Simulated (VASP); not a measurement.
Write the native input for VASP 6.6.1 that does the following.

* Task: single point
* Functional: PBEsol
* Potentials or basis: VASP PAW PBE potentials, release 64 (Al, N)
* Cutoff: 520 eV
* k mesh: 9 × 9 × 6
* Occupations: gaussian, width 0.05 eV
* Spin: no spin polarisation
* Dipole correction: no
* Further INCAR settings: ALGO = Normal; EDIFF = 1e-06; NBANDS = 16

The structure of AlN lies in POSCAR:

```
AlN
1.0
    3.1961197342      0.0000000000      0.0000000000
   -1.5980598671      2.7679208834      0.0000000000
    0.0000000000      0.0000000000      4.2054543463
Al N
2 2
Direct
    0.3333333333      0.6666666667      0.7500000000
    0.6666666667      0.3333333333      0.2500000000
    0.3333333333      0.6666666667      0.2500000000
    0.6666666667      0.3333333333      0.7500000000
```

This cell differs from its parent crystal: volume 9.301 Å^3 an atom, c/a of the conventional cell 1.3158.

These files were run (other wordings do the same):

INCAR

```
SYSTEM = AlN
PREC = Accurate ; ENCUT = 520
EDIFF = 1E-6 ; ISMEAR = 0
SIGMA = 0.05 ; LREAL = .FALSE.
LASPH = .TRUE. ; NELM = 80
ALGO = Normal ; ISIF = 2
LWAVE = .FALSE. ; LCHARG = .FALSE.
GGA = PS ; NBANDS = 16
```

KPOINTS

```
regular mesh
0
G
  9 9 6
  0 0 0
```

Potentials or basis: VASP PAW PBE potentials, release 64 (Al, N).

Command:

```sh
$ cat potpaw_PBE.64/Al/POTCAR potpaw_PBE.64/N/POTCAR > POTCAR
$ mpirun -np 1 vasp_std > vasp.out
```

Results of the run:

| Item | Value |
| --- | --- |
| Pressure | 14.0 GPa |
| Band gap on the k mesh | 3.61 eV, direct |

Caveat: the PAW data sets were made with another functional, which shifts forces and pressure a little.

Wall time 24 s on 1 thread of Intel Xeon 8259CL, with other jobs on the host, peak memory 0.15 GiB.
